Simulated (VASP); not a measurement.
Re, 1 atom in the cell. It takes space group I4/mmm (No. 139, tetragonal). Conventional cell: a = 2.968 Å, b = 2.968 Å, c = 3.244 Å, α = 90.00°, β = 90.00°, γ = 90.00°. Re (site symmetry 4/mmm) has 14 Re at 2.65 to 3.24 Å within 3.5 Å. 

* Program: VASP 6.6.1
* Task: single point
* Functional: PBE
* Potentials or basis: VASP PAW PBE potentials, release 64 (Re_sv_GW)
* Cutoff: 560 eV
* k mesh: 10 × 10 × 10
* Occupations: gaussian, width 0.15 eV
* Spin: no spin polarisation
* Dipole correction: no
* Further INCAR settings: ALGO = Normal; EDIFF = 1e-06; NBANDS = 14

Potentials or basis: VASP PAW PBE potentials, release 64 (Re_sv_GW).

Launch:

```sh
$ cat potpaw_PBE.64/Re_sv_GW/POTCAR > POTCAR
$ mpirun -np 1 vasp_std > vasp.out
```

Hardware: 1 thread of Intel(R) Xeon(R) Platinum 8488C (Sapphire Rapids), with other jobs on the host.

Question: How long does it take, and how much memory?

Answer: Run time: 14 s on 1 thread of Intel(R) Xeon(R) Platinum 8488C (Sapphire Rapids) (shared host), peak memory 0.15 GiB. Counts: scf iterations 12, k points 102.
